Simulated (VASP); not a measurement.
## Nb: single point with PBEsol

Nb:

```
CELL_PARAMETERS angstrom
-0.66870 1.83891 1.83891
1.83891 -0.66870 1.83891
1.83891 1.83891 -0.66870
ATOMIC_POSITIONS crystal
Nb 0.00000 0.00000 0.00000
```

This cell differs from its parent crystal: ratio of the length along [111] to the lengths across it x 0.6, volume and fractional coordinates fixed.

```yaml
Program: VASP 6.6.1
Task: single point
Functional: PBEsol
Potentials_or_basis: VASP PAW PBE potentials, release 64 (Nb_sv)
Cutoff: 520 eV
k_mesh: 22 × 22 × 22
Occupations: gaussian, width 0.15 eV
Spin: no spin polarisation
Dipole_correction: no
Further_INCAR_settings: ALGO = Fast; EDIFF = 1e-07; NBANDS = 12
```

The pressure is -1.0 GPa.

Stress tensor (GPa, compression positive):
```
-1.04  9.80  9.80
 9.80 -1.04  9.80
 9.80  9.80 -1.04
```

Levels at points of the mesh, in eV from the Fermi level:
```
           k point  band 5  band 6  band 7  band 8  band 9  band 10
(0.00, 0.00, 0.00)   -5.79   -2.70   -2.70    4.97    4.97     5.20
(0.50, 0.00, 0.00)   -2.82   -1.97    0.69    2.13    2.69     5.25
(0.50, 0.50, 0.00)   -4.31   -1.57    2.96    3.12    5.03     7.40
(0.50, 0.50, 0.50)   -3.52   -2.08   -2.08    6.95    7.74     7.74
```

It took 3.5 min on 1 thread of Intel(R) Xeon(R) 6975P-C (Granite Rapids) (shared host), peak memory 0.32 GiB.

Caveat: the PAW data sets were made with another functional, which shifts forces and pressure a little.
